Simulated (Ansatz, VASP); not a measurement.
# Two plane-wave programs on Pt

Contents of INCAR:

```
PREC = Accurate ; ENCUT = 600
EDIFF = 1E-6 ; ISMEAR = -1
SIGMA = 0.1 ; LREAL = F
LASPH = T ; NELM = 100
ALGO = Normal ; ISIF = 3
LWAVE = F ; LCHARG = F
GGA = PS ; IBRION = 2
NSW = 60 ; EDIFFG = -0.005
```

The input KPOINTS:

```
Automatic mesh
0
Gamma
  17 17 17
```

POSCAR

```
Pt
1.0
    0.0000000000      1.9613408845      1.9613408845
    1.9613408845      0.0000000000      1.9613408845
    1.9613408845      1.9613408845      0.0000000000
Pt
1
Direct
    0.0000000000      0.0000000000      0.0000000000
```

Input for Ansatz:

```yaml
crystal:
  lattice:
    - [0.0, 1.9613408845, 1.9613408845]
    - [1.9613408845, 0.0, 1.9613408845]
    - [1.9613408845, 1.9613408845, 0.0]
  atoms:
    - { symbol: Pt, position: [0.0, 0.0, 0.0] }
kpoints:
  mp_grid: { grid: [17, 17, 17] }
scf:
  occupations: { method: fermi_dirac, width: 0.1 }
hamiltonian:
  xc: pbesol
  pseudopotentials: { kind: paw }
output:
  forces: true
  stress: true
relax:
  f_tol: 0.005
  max_steps: 40
  cell: {}
```

Alike in both runs: task relaxation of cell and atoms; functional PBEsol; k mesh 17 × 17 × 17; occupations fermi-dirac, width 0.1 eV; no spin polarisation.

```csv
,VASP,Ansatz
version,VASP 6.6.1,Ansatz 0.2.0
potentials or method,"VASP PAW PBE potentials, release 64 (Pt)","PAW with Ansatz's default frozen-core files, scalar-relativistic"
plane-wave cutoff (eV),600,420
valence electrons in the cell,10,18
```

Ansatz gave:

```
relaxed volume (Å³/atom)                                     : 15.06
relaxed cell length with the largest relative difference (Å) : 2.772
```

Problem. Which values does VASP return?

Solution. Relaxed volume (Å³/atom): 15.04; relaxed cell length with the largest relative difference (Å): 2.771.

VASP's potentials were made for PBE, not for PBEsol. VASP's potentials hold 10 valence electrons a cell and Ansatz's 18, so a difference there can come from the potentials and not from the codes.

Neither program's run includes spin-orbit coupling.
